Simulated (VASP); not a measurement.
Input of a VASP 6.6.1 run:

Contents of INCAR:

```
PREC     = Accurate       # precision mode
ENCUT    = 520            # plane-wave cutoff, eV
EDIFF    = 1E-6           # SCF threshold, eV
ISMEAR   = -1             # smearing method
SIGMA    = 0.02           # smearing width, eV
LREAL    = F              # projectors in reciprocal space
LASPH    = T              # aspherical terms in the spheres
NELM     = 100            # most SCF steps
ALGO     = Normal         # electronic algorithm
ISIF     = 2              # what is computed and relaxed
LWAVE    = F              # write WAVECAR
LCHARG   = T              # write CHGCAR
GGA      = PE             # functional
IVDW     = 12             # dispersion correction
LELF     = T              # ELF
LVHAR    = T            
NBANDS   = 35             # bands
```

KPOINTS

```
Automatic mesh
0
Gamma
  12 12 2
```

Contents of POSCAR:

```
MoS2
1.0
    3.1491490723      0.0000000000      0.0000000000
   -1.5745745361      2.7272430969      0.0000000000
    0.0000000000      0.0000000000     12.0886643159
Mo S
2 4
Direct
    0.3333333333      0.6666666667      0.2500000000
    0.6666666667      0.3333333333      0.7500000000
    0.6666666667      0.3333333333      0.3795281438
    0.6666666667      0.3333333333      0.1204718562
    0.3333333333      0.6666666667      0.8795281438
    0.3333333333      0.6666666667      0.6204718562
```

Potentials or basis: VASP PAW PBE potentials, release 64 (Mo_sv, S).

Run with:

```console
$ cat potpaw_PBE.64/Mo_sv/POTCAR potpaw_PBE.64/S/POTCAR > POTCAR
$ mpirun -np 1 vasp_std > vasp.out
```

(1) Predict the pressure.

(2) What does it give for the largest force?

## Answers

(1) -0.1 GPa.

(2) 0.013 eV/Å.
